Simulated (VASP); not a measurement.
# CaO (Fm-3m) in VASP: settings compared, part 2 of 3

VASP 6.6.1.

## Step 3: Single point, BLYP

This run uses another cell than the first one, of 14.44 Å³/atom.

Contents of INCAR:

```
PREC = Accurate ; ENCUT = 520
EDIFF = 1E-6 ; ISMEAR = -1
SIGMA = 0.05 ; LREAL = False
LASPH = True ; NELM = 100
ALGO = Normal ; ISIF = 2
LWAVE = False ; LCHARG = True
GGA = B5 ; ALDAX = 1.0
AGGAX = 1.0 ; AGGAC = 1.0
ALDAC = 0.0 ; LELF = True
LVHAR = True ; NBANDS = 15
```

Contents of KPOINTS:

```
regular mesh
0
Gamma
  10 10 10
```

Contents of POSCAR:

```
CaO
1.0
    0.0000000000      2.4353685264      2.4353685264
    2.4353685264      0.0000000000      2.4353685264
    2.4353685264      2.4353685264      0.0000000000
Ca O
1 1
Direct
    0.0000000000      0.0000000000      0.0000000000
    0.5000000000      0.5000000000      0.5000000000
```

Potentials or basis: VASP PAW PBE potentials, release 64 (Ca_sv, O).

The run is started by

```
$ cat potpaw_PBE.64/Ca_sv/POTCAR potpaw_PBE.64/O/POTCAR > POTCAR
$ mpirun -np 1 vasp_std > vasp.out
```

OUTCAR:

```text
PREC = Accurate
   ENCUT = 520
   EDIFF = 1E-6
   ISMEAR = -1
   LREAL = False
   LASPH = True
   NELM = 100
   ISIF = 2
   GGA = B5

 ion  position               nearest neighbor table
   1  0.000  0.000  0.000-   2 2.44   2 2.44   2 2.44   2 2.44   2 2.44   2 2.44
   2  0.500  0.500  0.500-   1 2.44   1 2.44   1 2.44   1 2.44   1 2.44   1 2.44

  LATTYP: Found a face centered cubic cell.
 ALAT       =     4.8707370528

  Lattice vectors:

 A1 = (   0.0000000000,   2.4353685264,   2.4353685264)
 A2 = (   2.4353685264,   0.0000000000,   2.4353685264)
 A3 = (   2.4353685264,   2.4353685264,   0.0000000000)

Analysis of symmetry for initial positions (statically):
=====================================================================
 Subroutine PRICEL returns:
 Original cell was already a primitive cell.

 Routine SETGRP: Setting up the symmetry group for a
 face centered cubic supercell.

 Subroutine GETGRP returns: Found 48 space group operations
 (whereof 48 operations were pure point group operations)
 out of a pool of 48 trial point group operations.

The static configuration has the point symmetry O_h .

Analysis of symmetry for dynamics (positions and initial velocities):
=====================================================================
 Subroutine PRICEL returns:
 Original cell was already a primitive cell.

 Routine SETGRP: Setting up the symmetry group for a
 face centered cubic supercell.

 Subroutine GETGRP returns: Found 48 space group operations
 (whereof 48 operations were pure point group operations)
 out of a pool of 48 trial point group operations.

The dynamic configuration has the point symmetry O_h .

 Subroutine INISYM returns: Found 48 space group operations
 (whereof 48 operations are pure point group operations),
 and found     1 'primitive' translations

----------------------------------------------------------------------------------------

                                     Primitive cell

  volume of cell :      28.8884

  direct lattice vectors                    reciprocal lattice vectors
[... 113 lines left out ...]
   LHFCALC =     F    Hartree Fock is set to
   AEXX    =    0.0000 exact exchange contribution
   IVDW    =     0    specifies the selected vdW correction
   LEPSILON=     F    determine dielectric tensor
   LRPA    =     F    only Hartree local field effects (RPA)
 non-spin polarized calculation
  energy-cutoff  :      520.00
  volume of cell :       28.89
 maximum number of plane-waves:       794
 NGX is ok and might be reduce to    28
   NGX = 13   NGY = 13   NGZ = 13

 number of electron      16.0000003 magnetization

 Free energy of the ion-electron system (eV)
  ---------------------------------------------------
  ext. energy  EPLUGINS =         0.00000000
  ---------------------------------------------------
  free energy    TOTEN  =       -12.30380412 eV

  energy without entropy =      -12.30380412  energy(sigma->0) =      -12.30380412

 E-fermi :   3.5584     XC(G=0):  -9.8472

 val. band max:        2.4434714416   @ k =   0.0000   0.0000   0.0000
 cond. band min:       6.1768569571   @ k =   0.5000   0.5000   0.0000
 fundamental gap:      3.7333855155
 Fermi energy:         3.5584449638

 k-point     1 :       0.0000    0.0000    0.0000
  band No.  band energies     occupation
      1     -35.3419      2.00000
      2     -16.2323      2.00000
      3     -16.2323      2.00000
      4     -16.2323      2.00000
      5     -12.9052      2.00000
      6       2.4435      2.00000
      7       2.4435      2.00000
      8       2.4435      2.00000
      9       7.1120      0.00000
     10       8.5101      0.00000
     11       8.5101      0.00000
     12       8.5101      0.00000
     13       9.9106      0.00000
     14       9.9106      0.00000
[... 401 lines left out ...]
      2     -16.7653      2.00000
      3     -16.4029      2.00000
      4     -16.3806      2.00000
      5     -12.4574      2.00000
      6       0.8470      2.00000
      7       1.9117      2.00000
      8       2.0039      2.00000
      9       6.7957      0.00000
     10       9.8570      0.00000
     11      10.8728      0.00000
     12      10.9383      0.00000
     13      11.0634      0.00000
     14      12.9434      0.00000
     15      17.5573      0.00000

 [... further k-points ...]
[... 5 lines left out ...]
  --------------------------------------------------------------------------------------
  -------------------------------------------------------------------------------------
  Total        0.0916755      0.0916755      0.0916755      0.0000000      0.0000000      0.0000000
  in kB        5.0843991      5.0843991      5.0843991      0.0000000      0.0000000      0.0000000
  external PRESSURE =       5.0843991 kB  Pullay stress =       0.0000000 kB

 VOLUME and BASIS-vectors are now :
 -----------------------------------------------------------------------------
  energy-cutoff  :      520.00
  volume of cell :       28.89
      direct lattice vectors                 reciprocal lattice vectors
     0.000000000  2.435368526  2.435368526    -0.205307737  0.205307737  0.205307737
     2.435368526  0.000000000  2.435368526     0.205307737 -0.205307737  0.205307737
     2.435368526  2.435368526  0.000000000     0.205307737  0.205307737 -0.205307737

 POSITION                                       TOTAL-FORCE (eV/Angst)
 -----------------------------------------------------------------------------------
      0.00000      0.00000      0.00000         0.000000     -0.000000     -0.000000
      2.43537      2.43537      2.43537        -0.000000      0.000000      0.000000
 -----------------------------------------------------------------------------------
    total drift:                                0.000000      0.000000      0.000000

  FREE ENERGIE OF THE ION-ELECTRON SYSTEM (eV)
  ---------------------------------------------------
  free  energy   TOTEN  =       -12.3038041167 eV

  energy  without entropy=      -12.3038041167  energy(sigma->0) =      -12.30380412
```

OSZICAR:

```text
N       E                     dE             d eps       ncg     rms          rms(c)
DAV:   1     0.126175373883E+03    0.12618E+03   -0.83455E+03  1410   0.109E+03
DAV:   2    -0.902272753871E+01   -0.13520E+03   -0.12618E+03  1782   0.289E+02
DAV:   3    -0.142266178034E+02   -0.52039E+01   -0.51697E+01  1669   0.587E+01
DAV:   4    -0.143757802978E+02   -0.14916E+00   -0.14910E+00  2042   0.869E+00
DAV:   5    -0.143770924923E+02   -0.13122E-02   -0.13122E-02  1585   0.768E-01    0.926E+00
DAV:   6    -0.124138698823E+02    0.19632E+01   -0.65731E+00  1508   0.240E+01    0.385E+00
DAV:   7    -0.123183371987E+02    0.95533E-01   -0.49865E-01  1529   0.708E+00    0.184E+00
DAV:   8    -0.123047054072E+02    0.13632E-01   -0.91606E-02  1823   0.309E+00    0.417E-01
DAV:   9    -0.123033366678E+02    0.13687E-02   -0.42865E-03  1558   0.502E-01    0.121E-01
DAV:  10    -0.123038124940E+02   -0.47583E-03   -0.51429E-04  1732   0.201E-01    0.468E-02
DAV:  11    -0.123038034427E+02    0.90513E-05   -0.38092E-05  1726   0.630E-02    0.581E-03
DAV:  12    -0.123038041167E+02   -0.67403E-06   -0.51347E-06  1662   0.194E-02
   1 F= -.12303804E+02 E0= -.12303804E+02  d E =-.386584E-11
```

stdout:

```text
POSCAR found type information on POSCAR CaO
 POSCAR found :  2 types and       2 ions
 scaLAPACK will be used
 -----------------------------------------------------------------------------
|                                                                             |
|                                                                             |
|     You enforced a specific xc type in the INCAR file but a different       |
|     I HOPE YOU KNOW WHAT YOU ARE DOING!                                     |
|                                                                             |
 -----------------------------------------------------------------------------

 LDA part: xc-table for (Slater(with rela. corr.)+VWN5), standard interpolation
 POSCAR, INCAR and KPOINTS ok, starting setup
 FFT: planning ... GRIDC
 FFT: planning ... GRID_SOFT
 FFT: planning ... GRID
 WAVECAR not read
 entering main loop
```

It took 50 s on 1 thread of Intel Xeon 8259CL, shared host; peak memory 0.17 GiB.

Results:

```
Free energy            : -12.3038 eV
Pressure               : 0.5 GPa
Band gap on the k mesh : 3.73 eV (least direct gap 4.11 eV)
```

Levels at points of the mesh, in eV from the valence-band top:
| k point | band 5 | band 6 | band 7 | band 8 | band 9 | band 10 | band 11 | band 12 |
| --- | --- | --- | --- | --- | --- | --- | --- | --- |
| (0.00, 0.00, 0.00) | -15.35 | 0.00 | 0.00 | 0.00 | 4.67 | 6.07 | 6.07 | 6.07 |
| (0.50, 0.00, 0.00) | -14.34 | -2.48 | -1.12 | -1.12 | 6.87 | 8.02 | 8.02 | 8.52 |
| (0.50, 0.50, 0.00) | -15.12 | -1.26 | -0.37 | -0.37 | 3.73 | 7.70 | 8.54 | 9.10 |

Caveat: the PAW data sets were made with another functional, which shifts forces and pressure a little.

## Step 4: Relaxation of cell and atoms, RPBE+D3(BJ)

Contents of INCAR:

```
SYSTEM = CaO
ALGO = Normal ; EDIFF = 1E-7
EDIFFG = -0.02 ; ENCUT = 600
GGA = RP ; IBRION = 2
ISIF = 3 ; ISMEAR = -1
IVDW = 12 ; LASPH = .True.
LCHARG = .False. ; LREAL = .False.
LWAVE = .False. ; NELM = 60
NSW = 80 ; PREC = Accurate
SIGMA = 0.05
```

Contents of KPOINTS:

```
k-points
0
Gamma
  10 10 10
  0 0 0
```

Contents of POSCAR:

```
CaO
1.0
    0.0000000000      2.4035556960      2.4035556960
    2.4035556960      0.0000000000      2.4035556960
    2.4035556960      2.4035556960      0.0000000000
Ca O
1 1
Direct
    0.0000000000      0.0000000000      0.0000000000
    0.5000000000      0.5000000000      0.5000000000
```

Potentials or basis: VASP PAW PBE potentials, release 64 (Ca_sv, O).

The run is started by

```
$ cat potpaw_PBE.64/Ca_sv/POTCAR potpaw_PBE.64/O/POTCAR > POTCAR
$ mpirun -np 1 vasp_std > vasp.out
```

OUTCAR:

```text
SYSTEM = CaO
   EDIFF = 1E-7
   EDIFFG = -0.02
   ENCUT = 600
   GGA = RP
   IBRION = 2
   ISIF = 3
   ISMEAR = -1
   IVDW = 12
   LASPH = .True.
   LREAL = .False.
   NELM = 60
   NSW = 80
   PREC = Accurate
 IVDW          = 12

 ion  position               nearest neighbor table
   1  0.000  0.000  0.000-   2 2.40   2 2.40   2 2.40   2 2.40   2 2.40   2 2.40
   2  0.500  0.500  0.500-   1 2.40   1 2.40   1 2.40   1 2.40   1 2.40   1 2.40

  LATTYP: Found a face centered cubic cell.
 ALAT       =     4.8071113920

  Lattice vectors:

 A1 = (   0.0000000000,   2.4035556960,   2.4035556960)
 A2 = (   2.4035556960,   0.0000000000,   2.4035556960)
 A3 = (   2.4035556960,   2.4035556960,   0.0000000000)

Analysis of symmetry for initial positions (statically):
=====================================================================
 Subroutine PRICEL returns:
 Original cell was already a primitive cell.

 Routine SETGRP: Setting up the symmetry group for a
 face centered cubic supercell.

[... 254 lines left out ...]
  energy without entropy =      -11.71637819  energy(sigma->0) =      -11.71637819

 E-fermi :   4.3441     XC(G=0): -10.9165

 val. band max:        3.3684236676   @ k =   0.0000   0.0000   0.0000
 cond. band min:       7.0261778706   @ k =   0.5000   0.5000   0.0000
 fundamental gap:      3.6577542031
 Fermi energy:         4.3440577167

 k-point     1 :       0.0000    0.0000    0.0000
  band No.  band energies     occupation
      1     -33.8909      2.00000
      2     -14.4670      2.00000
      3     -14.4670      2.00000
      4     -14.4670      2.00000
      5     -12.5285      2.00000
      6       3.3684      2.00000
      7       3.3684      2.00000
      8       3.3684      2.00000
      9       9.4551      0.00000
     10       9.9703      0.00000
     11       9.9703      0.00000
     12       9.9703      0.00000
[... 331 lines left out ...]
 k-point    24 :       0.4000    0.3000    0.0000
  band No.  band energies     occupation
      1     -33.6974      2.00000
      2     -15.5529      2.00000
      3     -14.7782      2.00000
      4     -14.7324      2.00000
      5     -11.7704      2.00000
      6       1.6147      2.00000
      7       2.7981      2.00000
      8       2.9036      2.00000
      9       7.7973      0.00000
     10      12.2103      0.00000
     11      12.9406      0.00000
     12      13.1249      0.00000

 [... further k-points ...]

------------------------ aborting loop because EDIFF is reached ----------------------------------------

 Edisp (eV)   -3.54216

 E8    (eV) :    -2.4147
[... 25 lines left out ...]
  FREE ENERGIE OF THE ION-ELECTRON SYSTEM (eV)
  ---------------------------------------------------
  free  energy   TOTEN  =       -15.2585394854 eV

  energy  without entropy=      -15.2585394854  energy(sigma->0) =      -15.25853949

 reached required accuracy - stopping structural energy minimisation
```

OSZICAR:

```text
N       E                     dE             d eps       ncg     rms          rms(c)
DAV:   1     0.142764744803E+03    0.14276E+03   -0.95837E+03  1128   0.153E+03
[... 35 lines left out ...]
DAV:   8    -0.117163502534E+02    0.21720E-04   -0.45010E-05  1620   0.789E-02    0.472E-02
DAV:   9    -0.117163675744E+02   -0.17321E-04   -0.11110E-05  1372   0.328E-02    0.305E-02
DAV:  10    -0.117163800233E+02   -0.12449E-04   -0.11175E-05  1432   0.386E-02    0.149E-02
DAV:  11    -0.117163781637E+02    0.18596E-05   -0.41668E-06  1220   0.239E-02    0.173E-03
DAV:  12    -0.117163776584E+02    0.50535E-06   -0.13135E-07  1060   0.476E-03    0.986E-04
DAV:  13    -0.117163781553E+02   -0.49690E-06   -0.15360E-07  1100   0.302E-03    0.200E-04
DAV:  14    -0.117163781891E+02   -0.33821E-07   -0.10945E-08   564   0.105E-03
   3 F= -.15258539E+02 E0= -.15258539E+02  d E =-.216906E+00
```

CONTCAR:

```text
CaO
   1.00000000000000
     0.0000000000000000    2.2945931419453536    2.2945931419453536
     2.2945931419453536    0.0000000000000000    2.2945931419453536
     2.2945931419453536    2.2945931419453536    0.0000000000000000
  Ca              O
     1     1
Direct
     0.0000000000000000    0.0000000000000000    0.0000000000000000
     0.5000000000000000    0.5000000000000000    0.5000000000000000

  0.00000000E+00  0.00000000E+00  0.00000000E+00
  0.00000000E+00  0.00000000E+00  0.00000000E+00
```

It took 99 s on 1 thread of Intel Xeon 8259CL, shared host; peak memory 0.19 GiB.

Results:

```yaml
Free_energy: -15.2585 eV
Relaxed_volume: 12.08 Å³/atom
Relaxed_cell: a = 3.245 Å, b = 3.245 Å, c = 3.245 Å, α = 60.00°, β = 60.00°, γ = 60.00°
Space_group_after_relaxing_to_0.1_Å: Fm-3m (No. 225)
Energy_gained_by_relaxing: 108.5 meV/atom
Ionic_steps: 3
Pressure_after_relaxing: -0.1 GPa
Band_gap_on_the_k_mesh: 3.66 eV (least direct gap 3.98 eV)
Dispersion_energy_per_atom: -1.771 eV
```

The path:
```csv
step,energy change (eV),largest force (eV/Å),pressure (GPa),volume (Å³)
1,0.0000,0.0000,-16.84,27.77
2,-0.1340,0.0000,15.54,22.31
3,-0.2169,0.0000,-0.12,24.16
```

Final structure:
```yaml
crystal:
  lattice:
    - [0.00000, 2.29459, 2.29459]
    - [2.29459, 0.00000, 2.29459]
    - [2.29459, 2.29459, 0.00000]
  atoms:
    - { symbol: Ca, position: [0.00000, 0.00000, 0.00000] }
    - { symbol: O, position: [0.50000, 0.50000, 0.50000] }
```

Caveat: the PAW data sets were made with another functional, which shifts forces and pressure a little. A k mesh can miss the band edges.

(Part 2 of 3 ends here.)
